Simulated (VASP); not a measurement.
Set up this calculation in VASP 6.6.1, as the native input.

```yaml
Task: single point
Functional: PBE
Potentials_or_basis: VASP PAW PBE potentials, release 64 (Sn_d, Ge_d)
Cutoff: 520 eV
k_mesh: 10 × 10 × 10
Occupations: gaussian, width 0.1 eV
Spin: no spin polarisation
Dipole_correction: no
Further_INCAR_settings: ALGO = Normal; EDIFF = 1e-07; NBANDS = 51
```

The structure of SnGe2 lies in POSCAR:

```
SnGe2
1.0
   -2.7213019550      2.7213019550      4.5314795951
    2.7213019550     -2.7213019550      4.5314795951
    2.7213019550      2.7213019550     -4.5314795951
Sn Ge
2 4
Direct
    0.9246753067      0.4246753067      0.5000000000
    0.5753246933      0.0753246933      0.5000000000
    0.2500000000      0.7500000000      0.5000000000
    0.6834827303      0.6834827303      0.0000000000
    0.3165172697      0.3165172697      0.0000000000
    0.0000000000      0.0000000000      0.0000000000
```

One way to write it, as run:

INCAR

```
ALGO     = Normal         # electronic algorithm
EDIFF    = 1E-7           # SCF threshold, eV
ENCUT    = 520            # plane-wave cutoff, eV
GGA      = PE             # functional
ISIF     = 2              # what is computed and relaxed
ISMEAR   = 0              # smearing method
LASPH    = True           # aspherical terms in the spheres
LCHARG   = True           # write CHGCAR
LELF     = True           # ELF
LREAL    = False          # projectors in reciprocal space
LVHAR    = True         
LWAVE    = False          # write WAVECAR
NBANDS   = 51             # bands
NELM     = 60             # most SCF steps
PREC     = Accurate       # precision mode
SIGMA    = 0.1            # smearing width, eV
```

KPOINTS

```
k-points
0
Gamma
  10 10 10
```

Potentials or basis: VASP PAW PBE potentials, release 64 (Sn_d, Ge_d).

The run is started by

```sh
$ cat potpaw_PBE.64/Sn_d/POTCAR potpaw_PBE.64/Ge_d/POTCAR > POTCAR
$ mpirun -np 1 vasp_std > vasp.out
```

It gave:

| Quantity | Value |
| --- | --- |
| Pressure | 0.0 GPa |
| Band gap on the k mesh | zero (band 42 reaches 7.99 eV, above the bottom of band 43 at 4.73 eV) |

Caveat: spin-orbit coupling is left out, which moves the levels of the heavy elements.

It took 7.5 min on 1 thread of Intel(R) Xeon(R) 6975P-C (Granite Rapids), on a shared host, peak memory 0.68 GiB.
